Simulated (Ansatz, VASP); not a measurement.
# Rh: VASP beside Ansatz

```
Rh
1.0
     2.80327    0.00000    0.00000
    -1.40164    2.09034    0.00000
     0.00000    0.00000    8.98496
Rh
4
Direct
  0.00000 0.00000 0.00000
  0.33333 0.66667 0.25000
  0.00000 0.00000 0.50000
  0.66667 0.33333 0.75000
```

Change from the starting cell: strain +e along x and -e along y +0.0733, strain +e along z and -e/2 along x and y +0.0367.

Alike in both runs: task single point; functional LDA; k mesh 18 × 18 × 6; occupations gaussian, width 0.15 eV; no spin polarisation.

|  | VASP | Ansatz |
| --- | --- | --- |
| version | VASP 6.6.1 | Ansatz 0.2.0 |
| potentials or method | VASP PAW LDA potentials, release 64 (Rh_pv), cutoff 520 eV | scalar-relativistic, plane waves, PAW |
| valence electrons in the cell | 60 | 68 |

Ansatz gave:

| Property | Result |
| --- | --- |
| gap on the k mesh at the Fermi level (eV) | none |
| pressure (GPa) | 8.7 |
| traceless stress, the component that is largest in VASP (GPa) | 34.79 |
| rms of the force components (eV/Å) | 0.119 |

**Question.** Which values does VASP return?

**Answer.** gap on the k mesh at the Fermi level (eV): none; pressure (GPa): 9.6; traceless stress, the component that is largest in VASP (GPa): 34.86; rms of the force components (eV/Å): 0.121.

Ansatz warns that its potentials were made for another functional, while VASP's fit it. LDA's correlation is that of Perdew and Zunger in VASP and of Perdew and Wang (1992) in Ansatz. Atom by atom the forces differ by 0.002 eV/Å (rms over components). A gap of «none» marks a metal or a gap that the smearing closes. VASP's potentials hold 60 valence electrons a cell and Ansatz's 68, so a difference there can come from the potentials and not from the codes.
